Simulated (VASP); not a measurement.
# Zn (C2/m) in VASP: further runs

The runs below take Zn through single point, with LDA.

All numbers are computed with VASP 6.6.1; they aren't measurements. Logs are shortened: lines on timing, memory, paths and dates and some standing lists are left out, and cuts for length are marked.

## Step 1: The cell of the first run

Symmetry: C2/m, No. 12, monoclinic system. Conventional cell: a = 4.444 Å, b = 2.564 Å, c = 7.319 Å, α = 90.00°, β = 102.30°, γ = 90.00°. Within 3.4 Å of Zn (site symmetry m) lie 12 Zn at 2.56 to 2.83 Å. Zn (site symmetry 2/m) has 12 Zn at 2.56 to 2.83 Å within 3.4 Å.

## Step 2: Single point, LDA (13.58 Å³/atom)

The input, INCAR:

```
  PREC = Accurate
  ENCUT = 520
  EDIFF = 1E-6
  ISMEAR = -1
  SIGMA = 0.05
  LREAL = F
  LASPH = T
  NELM = 100
  ALGO = Fast
  ISIF = 2
  LWAVE = F
  LCHARG = T
  GGA = CA
  LELF = T
  LVHAR = T
  NBANDS = 25
```

The input, KPOINTS:

```
regular mesh
0
Gamma
  12 12 4
```

The input, POSCAR:

```
Zn
1.0
    2.2218679943     -1.2817756984      0.0000000000
    2.2218679943      1.2817756984      0.0000000000
   -1.5592234140      0.0000000000      7.1513784527
Zn
3
Direct
    0.7780178600      0.7780178600      0.3345049800
    0.2219821400      0.2219821400      0.6654950200
    0.0000000000      0.0000000000      0.0000000000
```

Potentials or basis: VASP PAW LDA potentials, release 64 (Zn).

The run is started by

```console
cat potpaw_LDA.64/Zn/POTCAR > POTCAR
mpirun -np 1 vasp_std > vasp.out
```

OUTCAR:

```text
PREC = Accurate
   ENCUT = 520
   EDIFF = 1E-6
   ISMEAR = -1
   LREAL = F
   LASPH = T
   NELM = 100
   ISIF = 2
   GGA = CA

 ion  position               nearest neighbor table
   1  0.778  0.778  0.335-   2 2.78   2 2.80   2 2.80   3 2.81   3 2.81   3 2.83
   2  0.222  0.222  0.665-   1 2.78   1 2.80   1 2.80   3 2.81   3 2.81   3 2.83
   3  0.000  0.000  0.000-   1 2.81   1 2.81   2 2.81   2 2.81   1 2.83   2 2.83

  LATTYP: Found a base centered monoclinic cell.
 ALAT       =     4.4437359886
 B/A-ratio  =     0.5768910222
 C/A-ratio  =     1.6471240986
 COS(beta)  =    -0.2130265715

  Lattice vectors:

 A1 = (   2.2218679943,  -1.2817756984,   0.0000000000)
 A2 = (   2.2218679943,   1.2817756984,   0.0000000000)
 A3 = (  -1.5592234140,   0.0000000000,   7.1513784527)

Analysis of symmetry for initial positions (statically):
=====================================================================
 Subroutine PRICEL returns:
 Original cell was already a primitive cell.

 Routine SETGRP: Setting up the symmetry group for a
 base centered monoclinic supercell.

 Subroutine GETGRP returns: Found  4 space group operations
 (whereof  4 operations were pure point group operations)
 out of a pool of  4 trial point group operations.

The static configuration has the point symmetry C_2h.

Analysis of symmetry for dynamics (positions and initial velocities):
=====================================================================
 Subroutine PRICEL returns:
 Original cell was already a primitive cell.

 Routine SETGRP: Setting up the symmetry group for a
 base centered monoclinic supercell.

 Subroutine GETGRP returns: Found  4 space group operations
 (whereof  4 operations were pure point group operations)
 out of a pool of  4 trial point group operations.

The dynamic configuration has the point symmetry C_2h.

 Subroutine INISYM returns: Found  4 space group operations
 (whereof  4 operations are pure point group operations),
 and found     1 'primitive' translations

----------------------------------------------------------------------------------------

                                     Primitive cell

  volume of cell :      40.7333

  direct lattice vectors                    reciprocal lattice vectors
     2.221867994 -1.281775698  0.000000000     0.225035871 -0.390083851  0.049064834
     2.221867994  1.281775698  0.000000000     0.225035871  0.390083851  0.049064834
    -1.559223414  0.000000000  7.151378453     0.000000000  0.000000000  0.139833181

  length of vectors
     2.565082128  2.565082128  7.319384635     0.453005421  0.453005421  0.139833181

  position of ions in fractional coordinates (direct lattice)
     0.778017860  0.778017860  0.334504980
     0.221982140  0.221982140  0.665495020
     0.000000000  0.000000000  0.000000000

  ion indices of the primitive-cell ions
   primitive index   ion index
                 1           1
                 2           2
                 3           3

----------------------------------------------------------------------------------------

 KPOINTS: regular mesh

Automatic generation of k-mesh.
 Grid dimensions read from file:
 generate k-points for:   12   12    4

 Generating k-lattice:

  Cartesian coordinates                     Fractional coordinates (reciprocal lattice)
     0.018752989 -0.032506988  0.004088736     0.083333333  0.000000000  0.000000000
     0.018752989  0.032506988  0.004088736     0.000000000  0.083333333  0.000000000
     0.000000000  0.000000000  0.034958295     0.000000000  0.000000000  0.250000000

  Length of vectors
     0.037750452  0.037750452  0.034958295

  Shift w.r.t. Gamma in fractional coordinates (k-lattice)
     0.000000000  0.000000000  0.000000000

 Subroutine IBZKPT returns following result:
 ===========================================

 Found    164 irreducible k-points:

 Following reciprocal coordinates:
            Coordinates               Weight
  0.000000  0.000000  0.000000      1.000000
  0.083333 -0.000000  0.000000      4.000000
  0.166667 -0.000000  0.000000      4.000000
  0.250000 -0.000000  0.000000      4.000000
  0.333333  0.000000  0.000000      4.000000
  0.416667 -0.000000  0.000000      4.000000
[... 16 lines left out ...]
  0.500000  0.166667 -0.000000      4.000000
 -0.416667  0.166667 -0.000000      4.000000
 [... further k-points ...]
   k-points           NKPTS =    164   k-points in BZ     NKDIM =    164   number of bands    NBANDS=     25
   number of dos      NEDOS =    301   number of ions     NIONS =      3
   total plane-waves  NPLWV =  21600
   dimension x,y,z NGX =    20 NGY =   20 NGZ =   54
   dimension x,y,z NGXF=    40 NGYF=   40 NGZF=  108
   ions per type =               3
   NGX,Y,Z   is equivalent  to a cutoff of  12.96, 12.96, 12.27 a.u.
   NGXF,Y,Z  is equivalent  to a cutoff of  25.92, 25.92, 24.53 a.u.
 SYSTEM =  unknown system
   PREC   = accura    normal or accurate (medium, high low for compatibility)
[... 61 lines left out ...]
 Fermi energy:         3.8214856227

 k-point     1 :       0.0000    0.0000    0.0000
  band No.  band energies     occupation
      1      -7.6012      2.00000
      2      -5.6906      2.00000
      3      -5.6815      2.00000
      4      -4.6207      2.00000
      5      -4.3440      2.00000
      6      -4.3416      2.00000
[... 17 lines left out ...]
     24      23.1959      0.00000
     25      23.3751      0.00000

 k-point     2 :       0.0833   -0.0000    0.0000
  band No.  band energies     occupation
      1      -7.3760      2.00000
      2      -5.5730      2.00000
      3      -5.5109      2.00000
      4      -4.5922      2.00000
      5      -4.3787      2.00000
      6      -4.3543      2.00000
[... 17 lines left out ...]
     24      21.2868      0.00000
     25      22.1144      0.00000

 k-point     3 :       0.1667   -0.0000    0.0000
  band No.  band energies     occupation
      1      -6.7245      2.00000
      2      -5.2360      2.00000
      3      -5.1561      2.00000
      4      -4.5496      2.00000
      5      -4.4858      2.00000
      6      -4.4383      2.00000
[... 17 lines left out ...]
     24      19.2795      0.00000
     25      19.8443      0.00000

 k-point     4 :       0.2500   -0.0000    0.0000
  band No.  band energies     occupation
      1      -5.8019      2.00000
      2      -5.0334      2.00000
      3      -4.9522      2.00000
      4      -4.6891      2.00000
      5      -4.5918      2.00000
      6      -4.4732      2.00000
[... 17 lines left out ...]
     24      17.6101      0.00000
     25      18.2043      0.00000

 k-point     5 :       0.3333    0.0000    0.0000
  band No.  band energies     occupation
      1      -5.2634      2.00000
      2      -5.1076      2.00000
      3      -5.0333      2.00000
      4      -4.8195      2.00000
      5      -4.7458      2.00000
      6      -4.4217      2.00000
[... 17 lines left out ...]
     24      16.3804      0.00000
     25      16.4244      0.00000

 k-point     6 :       0.4167   -0.0000    0.0000
  band No.  band energies     occupation
      1      -5.2400      2.00000
      2      -5.1899      2.00000
      3      -5.1440      2.00000
      4      -4.8966      2.00000
      5      -4.8491      2.00000
      6      -4.4650      2.00000
[... 17 lines left out ...]
     24      13.7793      0.00000
     25      15.6694      0.00000
[... 393 lines left out ...]
 k-point    21 :       0.3333    0.1667    0.0000
  band No.  band energies     occupation
      1      -5.2573      2.00000
      2      -4.8121      2.00000
      3      -4.7315      2.00000
      4      -4.6853      2.00000
      5      -4.6327      2.00000
      6      -4.6023      2.00000
[... 17 lines left out ...]
     24      13.7176      0.00000
     25      15.7557      0.00000

 k-point    22 :       0.4167    0.1667    0.0000
  band No.  band energies     occupation
      1      -4.9326      2.00000
      2      -4.8418      2.00000
      3      -4.7940      2.00000
      4      -4.7503      2.00000
      5      -4.7101      2.00000
      6      -4.4765      2.00000
[... 17 lines left out ...]
     24      11.4599      0.00000
     25      12.7036      0.00000

 k-point    23 :       0.5000    0.1667   -0.0000
  band No.  band energies     occupation
      1      -4.9988      2.00000
      2      -4.9141      2.00000
      3      -4.8956      2.00000
      4      -4.7880      2.00000
      5      -4.7628      2.00000
      6      -4.4630      2.00000
[... 17 lines left out ...]
     24      10.6978      0.00000
     25      13.9172      0.00000

 k-point    24 :      -0.4167    0.1667   -0.0000
  band No.  band energies     occupation
      1      -5.0232      2.00000
      2      -4.9510      2.00000
      3      -4.9385      2.00000
      4      -4.8253      2.00000
      5      -4.7480      2.00000
      6      -4.4573      2.00000
[... 17 lines left out ...]
     24      10.9297      0.00000
     25      12.8784      0.00000

 [... further k-points ...]

------------------------ aborting loop because EDIFF is reached ----------------------------------------

  FORCE on cell =-STRESS in cart. coord.  units (eV):
  Direction    XX          YY          ZZ          XY          YZ          ZX
  --------------------------------------------------------------------------------------
  -------------------------------------------------------------------------------------
  Total       -0.2606035     -0.3045009      1.1450559      0.0000000      0.0000000     -0.0593053
  in kB      -10.2504000    -11.9770310     45.0388435      0.0000000      0.0000000     -2.3326757
  external PRESSURE =       7.6038042 kB  Pullay stress =       0.0000000 kB

 VOLUME and BASIS-vectors are now :
 -----------------------------------------------------------------------------
  energy-cutoff  :      520.00
  volume of cell :       40.73
      direct lattice vectors                 reciprocal lattice vectors
     2.221867994 -1.281775698  0.000000000     0.225035871 -0.390083851  0.049064834
     2.221867994  1.281775698  0.000000000     0.225035871  0.390083851  0.049064834
    -1.559223414  0.000000000  7.151378453     0.000000000  0.000000000  0.139833181

 POSITION                                       TOTAL-FORCE (eV/Angst)
 -----------------------------------------------------------------------------------
      2.93574      0.00000      2.39217        -0.002709      0.000000     -0.012450
     -0.05123      0.00000      4.75921         0.002709      0.000000      0.012450
      0.00000      0.00000      0.00000        -0.000000      0.000000      0.000000
 -----------------------------------------------------------------------------------
    total drift:                                0.000000     -0.000000      0.000000

  FREE ENERGIE OF THE ION-ELECTRON SYSTEM (eV)
  ---------------------------------------------------
  free  energy   TOTEN  =        -5.5966573479 eV

  energy  without entropy=       -5.5898235032  energy(sigma->0) =       -5.59324043
```

It took 81 s on 1 thread of AMD EPYC 9R45 (Zen 5), shared host; peak memory 0.19 GiB.

Results:

```
Free energy            : -5.5967 eV
Pressure               : 0.8 GPa
Largest force          : 0.013 eV/Å
Band gap on the k mesh : zero (bands 18 and 19 overlap by 4.39 eV)
```

Forces in eV/Å, atoms in the order of the input:
```
Zn  -0.003  0.000 -0.012
Zn   0.003  0.000  0.012
Zn   0.000  0.000  0.000
```

Stress tensor (GPa, compression positive):
```
-1.03  0.00 -0.23
 0.00 -1.20  0.00
-0.23  0.00  4.50
```

Levels at points of the mesh, in eV from the Fermi level:
| k point | band 15 | band 16 | band 17 | band 18 | band 19 | band 20 | band 21 | band 22 |
| --- | --- | --- | --- | --- | --- | --- | --- | --- |
| (0.00, 0.00, 0.00) | -7.48 | -7.47 | -7.39 | -7.35 | 1.66 | 1.72 | 14.47 | 18.43 |
| (0.50, 0.00, 0.00) | -7.19 | -3.23 | -2.39 | -1.95 | 0.63 | 1.17 | 2.14 | 6.83 |
| (0.50, 0.50, 0.00) | -7.19 | -2.86 | -2.74 | -2.09 | -0.24 | 2.16 | 3.84 | 4.56 |
| (0.00, 0.00, 0.50) | -7.59 | -7.42 | -7.42 | -4.28 | -3.09 | 8.25 | 8.34 | 18.84 |
| (0.50, 0.00, 0.50) | -7.19 | -2.90 | -2.69 | -2.10 | -0.10 | 1.97 | 3.64 | 4.83 |
| (0.50, 0.50, 0.50) | -7.19 | -3.25 | -2.43 | -1.85 | 0.77 | 0.98 | 1.93 | 7.11 |

## Step 3: Single point, LDA (13.87 Å³/atom)

This run uses another cell than the first one, of 13.87 Å³/atom.

The input, INCAR:

```
SYSTEM = Zn
PREC     = Accurate       ! precision mode
ENCUT    = 520            ! plane-wave cutoff, eV
EDIFF    = 1E-6           ! SCF threshold, eV
ISMEAR   = -1             ! smearing method
SIGMA    = 0.05           ! smearing width, eV
LREAL    = .FALSE.        ! projectors in reciprocal space
LASPH    = .TRUE.         ! aspherical terms in the spheres
NELM     = 80             ! most SCF steps
ALGO     = Fast           ! electronic algorithm
ISIF     = 2              ! what is computed and relaxed
LWAVE    = .FALSE.        ! write WAVECAR
LCHARG   = .FALSE.        ! write CHGCAR
NBANDS   = 25             ! bands
```

The input, KPOINTS:

```
regular mesh
0
G
  12 12 4
  0 0 0
```

The input, POSCAR:

```
Zn
1.0
    2.2375154675     -1.2908025853      0.0000000000
    2.2375154675      1.2908025853      0.0000000000
   -1.5702042224      0.0000000000      7.2017419322
Zn
3
Direct
    0.7780178600      0.7780178600      0.3345049800
    0.2219821400      0.2219821400      0.6654950200
    0.0000000000      0.0000000000      0.0000000000
```

Potentials or basis: VASP PAW LDA potentials, release 64 (Zn).

The run is started by

```console
cat potpaw_LDA.64/Zn/POTCAR > POTCAR
mpirun -np 1 vasp_std > vasp.out
```

Wall time 79 s (1 thread of AMD EPYC 9R45 (Zen 5), shared host); peak memory 0.2 GiB.

It converged, with:

```yaml
Free_energy: -5.5963 eV
Pressure: -1.4 GPa
Largest_force: 0.011 eV/Å
Band_gap_on_the_k_mesh: zero (bands 18 and 19 overlap by 4.38 eV)
```

Forces on the atoms (eV/Å):
```
Zn  -0.004  0.000 -0.010
Zn   0.004  0.000  0.010
Zn   0.000  0.000  0.000
```

Stress tensor (GPa, compression positive):
```
-3.23  0.00 -0.32
 0.00 -3.63  0.00
-0.32  0.00  2.76
```

Levels at points of the mesh, in eV from the Fermi level:
| k point | band 14 | band 15 | band 16 | band 17 | band 18 | band 19 | band 20 | band 21 | band 22 | band 23 |
| --- | --- | --- | --- | --- | --- | --- | --- | --- | --- | --- |
| (0.00, 0.00, 0.00) | -7.44 | -7.44 | -7.43 | -7.29 | -7.26 | 1.63 | 1.69 | 14.27 | 18.19 | 18.98 |
| (0.50, 0.00, 0.00) | -7.17 | -7.16 | -3.15 | -2.37 | -1.89 | 0.57 | 1.14 | 2.08 | 6.74 | 7.96 |
| (0.50, 0.50, 0.00) | -7.18 | -7.16 | -2.80 | -2.66 | -2.07 | -0.29 | 2.12 | 3.73 | 4.51 | 6.59 |
| (0.00, 0.00, 0.50) | -7.56 | -7.54 | -7.38 | -7.38 | -4.16 | -3.11 | 8.13 | 8.22 | 18.55 | 18.57 |
| (0.50, 0.00, 0.50) | -7.18 | -7.16 | -2.83 | -2.61 | -2.08 | -0.15 | 1.93 | 3.54 | 4.78 | 6.85 |
| (0.50, 0.50, 0.50) | -7.17 | -7.16 | -3.17 | -2.40 | -1.79 | 0.71 | 0.95 | 1.87 | 7.01 | 8.23 |

## Step 4: Single point, LDA (14.16 Å³/atom)

This run uses another cell than the first one, of 14.16 Å³/atom.

The input, INCAR:

```
SYSTEM = Zn
ALGO = Fast ; EDIFF = 1E-6
ENCUT = 520 ; GGA = CA
ISIF = 2 ; ISMEAR = -1
LASPH = .True. ; LCHARG = .True.
LELF = .True. ; LREAL = .False.
LVHAR = .True. ; LWAVE = .False.
NBANDS = 25 ; NELM = 100
PREC = Accurate ; SIGMA = 0.05
```

The input, KPOINTS:

```
k-points
0
Gamma
  12 12 4
  0 0 0
```

The input, POSCAR:

```
Zn
1.0
    2.2529470963     -1.2997049534      0.0000000000
    2.2529470963      1.2997049534      0.0000000000
   -1.5810335593      0.0000000000      7.2514106874
Zn
3
Direct
    0.7780178600      0.7780178600      0.3345049800
    0.2219821400      0.2219821400      0.6654950200
    0.0000000000      0.0000000000      0.0000000000
```

The run is started by

```console
cat potpaw_LDA.64/Zn/POTCAR > POTCAR
mpirun -np 1 vasp_std > vasp.out
```

It took 80 s on 1 thread of AMD EPYC 9R45 (Zen 5), shared host; peak memory 0.2 GiB.

The run converged. Its results:

* Free energy: -5.5852 eV
* Pressure: -3.2 GPa
* Largest force: 0.010 eV/Å
* Band gap on the k mesh: zero (bands 18 and 19 overlap by 4.38 eV)

Forces in eV/Å, atoms in the order of the input:
```
Zn  -0.005  0.000 -0.009
Zn   0.005  0.000  0.009
Zn   0.000  0.000  0.000
```

Stress tensor (GPa, compression positive):
```
-5.10  0.00 -0.42
 0.00 -5.75  0.00
-0.42  0.00  1.18
```

Levels at points of the mesh, in eV from the Fermi level:
| k point | band 14 | band 15 | band 16 | band 17 | band 18 | band 19 | band 20 | band 21 | band 22 | band 23 |
| --- | --- | --- | --- | --- | --- | --- | --- | --- | --- | --- |
| (0.00, 0.00, 0.00) | -7.40 | -7.40 | -7.39 | -7.20 | -7.16 | 1.60 | 1.66 | 14.08 | 17.97 | 18.68 |
| (0.50, 0.00, 0.00) | -7.13 | -7.13 | -3.07 | -2.34 | -1.82 | 0.52 | 1.11 | 2.02 | 6.65 | 7.85 |
| (0.50, 0.50, 0.00) | -7.14 | -7.13 | -2.74 | -2.58 | -2.05 | -0.33 | 2.08 | 3.63 | 4.47 | 6.51 |
| (0.00, 0.00, 0.50) | -7.51 | -7.50 | -7.35 | -7.34 | -4.05 | -3.12 | 8.02 | 8.11 | 18.26 | 18.28 |
| (0.50, 0.00, 0.50) | -7.14 | -7.13 | -2.77 | -2.54 | -2.05 | -0.20 | 1.90 | 3.44 | 4.73 | 6.76 |
| (0.50, 0.50, 0.50) | -7.14 | -7.13 | -3.10 | -2.37 | -1.73 | 0.66 | 0.92 | 1.82 | 6.92 | 8.11 |

Caveat: the cell stands under tension.

## Step 5: Single point, LDA (14.44 Å³/atom)

This run uses another cell than the first one, of 14.44 Å³/atom.

The input, INCAR:

```
SYSTEM = Zn
PREC = Accurate
ENCUT = 520
EDIFF = 1E-6
ISMEAR = -1
SIGMA = 0.05
LREAL = .FALSE.
LASPH = .TRUE.
NELM = 80
ALGO = Fast
ISIF = 2
LWAVE = .FALSE.
LCHARG = .TRUE.
GGA = CA
LELF = .TRUE.
LVHAR = .TRUE.
NBANDS = 25
```

The input, KPOINTS:

```
regular mesh
0
G
  12 12 4
  0 0 0
```

The input, POSCAR:

```
Zn
1.0
    2.2681701736     -1.3084870100      0.0000000000
    2.2681701736      1.3084870100      0.0000000000
   -1.5917165425      0.0000000000      7.3004081919
Zn
3
Direct
    0.7780178600      0.7780178600      0.3345049800
    0.2219821400      0.2219821400      0.6654950200
    0.0000000000      0.0000000000      0.0000000000
```

The run is started by

```console
cat potpaw_LDA.64/Zn/POTCAR > POTCAR
mpirun -np 1 vasp_std > vasp.out
```

It took 78 s on 1 thread of AMD EPYC 9R45 (Zen 5), shared host; peak memory 0.21 GiB.

It converged, with:

| Item | Value |
| --- | --- |
| Free energy | -5.5646 eV |
| Pressure | -4.8 GPa |
| Largest force | 0.009 eV/Å |
| Band gap on the k mesh | zero (bands 18 and 19 overlap by 4.37 eV) |

Forces on the atoms (eV/Å):
```
Zn  -0.006  0.000 -0.007
Zn   0.006  0.000  0.007
Zn   0.000  0.000  0.000
```

Stress tensor (GPa, compression positive):
```
-6.71  0.00 -0.50
 0.00 -7.59  0.00
-0.50  0.00 -0.24
```

Levels at points of the mesh, in eV from the Fermi level:
```csv
k point,band 15,band 16,band 17,band 18,band 19,band 20,band 21,band 22
"(0.00, 0.00, 0.00)",-7.36,-7.35,-7.11,-7.07,1.58,1.64,13.90,17.76
"(0.50, 0.00, 0.00)",-7.10,-3.00,-2.31,-1.76,0.47,1.08,1.96,6.56
"(0.50, 0.50, 0.00)",-7.10,-2.67,-2.50,-2.02,-0.37,2.04,3.54,4.43
"(0.00, 0.00, 0.50)",-7.45,-7.31,-7.30,-3.93,-3.13,7.92,8.01,17.98
"(0.50, 0.00, 0.50)",-7.10,-2.71,-2.46,-2.02,-0.24,1.86,3.35,4.68
"(0.50, 0.50, 0.50)",-7.10,-3.02,-2.34,-1.67,0.61,0.90,1.77,6.83
```

Caveat: the cell stands under tension.

## Step 6: The runs side by side

```csv
cell,gap on the mesh (eV),pressure (GPa),largest force (eV/Å)
"a = 2.565, b = 2.565, c = 7.319 Å, angles 100.6, 100.6, 60.0°, 3 atoms",none,0.8,0.01
"a = 2.583, b = 2.583, c = 7.371 Å, angles 100.6, 100.6, 60.0°, 3 atoms",none,-1.4,0.01
"a = 2.601, b = 2.601, c = 7.422 Å, angles 100.6, 100.6, 60.0°, 3 atoms",none,-3.2,0.01
"a = 2.619, b = 2.619, c = 7.472 Å, angles 100.6, 100.6, 60.0°, 3 atoms",none,-4.8,0.01
```

Alike in all rows: task single point; level LDA; potentials or basis VASP PAW LDA potentials, release 64 (Zn); no spin polarisation; k mesh 12 × 12 × 4; cutoff (eV) 520; smearing fermi-dirac 0.05 eV.

Caveats: the cell stands under tension (at least some runs).

Total energies depend on the potentials used, so only differences within one code and one set of settings carry meaning.
